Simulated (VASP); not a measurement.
Wanted: the native input for a VASP 6.6.1 run.

- Task: single point
- Functional: PBE
- Potentials or basis: VASP PAW PBE potentials, release 64 (Fe, Ni, C, N)
- Cutoff: 520 eV
- k mesh: 4 × 4 × 4
- Occupations: gaussian, width 0.1 eV
- Spin: collinear spin, ferromagnetic start
- Starting moments: [4.0, 2.0, 0.0, 0.0, 0.0, 0.0, 0.0, 0.0, 0.0, 0.0, 0.0, 0.0, 0.0, 0.0] μB
- Dipole correction: no
- Further INCAR settings: ALGO = Normal; EDIFF = 1e-06; NBANDS = 53

The structure of FeNiC6N6 lies in POSCAR:

```
FeNiC6N6
1.0
    0.0000000000      5.1155000000      5.1155000000
    5.1155000000      0.0000000000      5.1155000000
    5.1155000000      5.1155000000      0.0000000000
Fe Ni C N
1 1 6 6
Direct
    0.0000000000      0.0000000000      0.0000000000
    0.5000000000      0.5000000000      0.5000000000
    0.8105757000      0.1894243000      0.1894243000
    0.1894243000      0.8105757000      0.1894243000
    0.1894243000      0.1894243000      0.8105757000
    0.1894243000      0.8105757000      0.8105757000
    0.8105757000      0.1894243000      0.8105757000
    0.8105757000      0.8105757000      0.1894243000
    0.6962173800      0.3037826200      0.3037826200
    0.3037826200      0.6962173800      0.3037826200
    0.3037826200      0.3037826200      0.6962173800
    0.3037826200      0.6962173800      0.6962173800
    0.6962173800      0.3037826200      0.6962173800
    0.6962173800      0.6962173800      0.3037826200
```

These files were run (other wordings do the same):

INCAR

```
PREC     = Accurate       # precision mode
ENCUT    = 520            # plane-wave cutoff, eV
EDIFF    = 1E-6           # SCF threshold, eV
ISMEAR   = 0              # smearing method
SIGMA    = 0.1            # smearing width, eV
LREAL    = False          # projectors in reciprocal space
LASPH    = True           # aspherical terms in the spheres
NELM     = 150            # most SCF steps
ALGO     = Normal         # electronic algorithm
ISIF     = 2              # what is computed and relaxed
LWAVE    = False          # write WAVECAR
LCHARG   = False          # write CHGCAR
ISPIN    = 2              # spin polarisation
MAGMOM   = 4 2 0 0 0 0 0 0 0 0 0 0 0 0 # initial moments
LORBIT   = 11             # projections on sites
LMAXMIX  = 4              # l up to which the mixer works
GGA      = PE             # functional
NBANDS   = 53             # bands
```

KPOINTS

```
regular mesh
0
Gamma
  4 4 4
```

Potentials or basis: VASP PAW PBE potentials, release 64 (Fe, Ni, C, N).

Command:

```sh
$ cat potpaw_PBE.64/Fe/POTCAR potpaw_PBE.64/Ni/POTCAR potpaw_PBE.64/C/POTCAR potpaw_PBE.64/N/POTCAR > POTCAR
$ mpirun -np 1 vasp_std > vasp.out
```

Results of the run:

```json
{
 "Pressure": "-1.9 GPa",
 "Largest force": "0.166 eV/Å",
 "Net moment": "3.02 μB per cell",
 "Site moments": "Fe +1.31; Ni +1.23; C -0.02; N +0.09 μB",
 "Valence electrons inside the program's atomic spheres": "Fe 7.71; Ni 9.05; C 2.57; N 3.87"
}
```

Caveat: only a ferromagnetic start was run, and an antiferromagnetic order may lie lower in energy.

Wall time 12 min on 1 thread of Intel(R) Xeon(R) Platinum 8259CL CPU @ 2.50GHz (Skylake/Cascade Lake) (shared host), peak memory 0.63 GiB.
